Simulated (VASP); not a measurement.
# HCl: single point with PBEsol

HCl:

```xyz
16
Lattice="7.4169 0.0000 0.0000 0.0000 7.4169 0.0000 0.0000 0.0000 7.4169" Properties=species:S:1:pos:R:3 pbc="T T T"
Cl    7.6608    0.7112    0.7522
Cl    3.6973    5.2908    4.8417
Cl    1.0275    5.6117    2.7247
Cl    7.0628    4.2527    6.8633
Cl    3.1715    2.9038    0.4243
Cl    1.6286    2.5883    4.6599
Cl    5.3943    2.2934    3.6308
Cl    4.9289    6.4408    1.0854
H     7.6440    1.6396   -0.2044
H     2.8859    5.6698    3.8693
H     1.6889    4.9915    1.8160
H     6.1578    4.8871    7.5750
H     2.3596    2.6629   -0.5365
H     2.4217    3.5666    5.0021
H     6.6592    2.4342    3.4146
H     5.9845    7.2906    0.9962
```

```
Program             : VASP 6.6.1
Task                : single point
Functional          : PBEsol
Potentials or basis : VASP PAW PBE potentials, release 64 (Cl, H_h)
Cutoff              : 1000 eV
k mesh              : 1 × 1 × 1
Occupations         : fermi-dirac, width 0.002 eV
Spin                : no spin polarisation
```

| Property | Result |
| --- | --- |
| Pressure | 0.4 GPa |
| Largest force | 1.127 eV/Å |

Forces in eV/Å, atoms in the order of the input:
```
Cl   0.535  0.795 -0.594
Cl  -0.150  0.070 -0.115
Cl  -0.144  0.182  0.238
Cl   0.045 -0.097 -0.122
Cl   0.391  0.171  0.535
Cl  -0.299 -0.514  0.192
Cl   0.102 -0.092 -0.103
Cl   0.281  0.145  0.005
H   -0.271 -0.478  0.624
H    0.102 -0.098  0.284
H    0.157 -0.252 -0.371
H   -0.083  0.135  0.092
H   -0.270 -0.132 -0.413
H    0.332  0.522 -0.184
H   -0.064  0.057  0.003
H   -0.665 -0.412 -0.069
```

Stress tensor (GPa, compression positive):
```
0.62 0.17 0.16
0.17 0.16 0.24
0.16 0.24 0.28
```

Levels at points of the mesh, in eV from the Fermi level:
| k point | band 28 | band 29 | band 30 | band 31 | band 32 | band 33 | band 34 | band 35 | band 36 | band 37 |
| --- | --- | --- | --- | --- | --- | --- | --- | --- | --- | --- |
| (0.00, 0.00, 0.00) | -0.40 | -0.36 | -0.31 | -0.21 | -0.08 | 5.24 | 6.28 | 6.62 | 6.86 | 7.17 |

It took 88 s on 1 thread of AMD EPYC 7R13 Processor (Zen 3) (shared host), peak memory 0.84 GiB.

Caveat: the k points lie up to 0.85 Å⁻¹ apart, too coarse for converged energies, forces and pressures; the atoms stand as in a frame of molecular dynamics; the PAW data sets were made with another functional, which shifts forces and pressure a little.
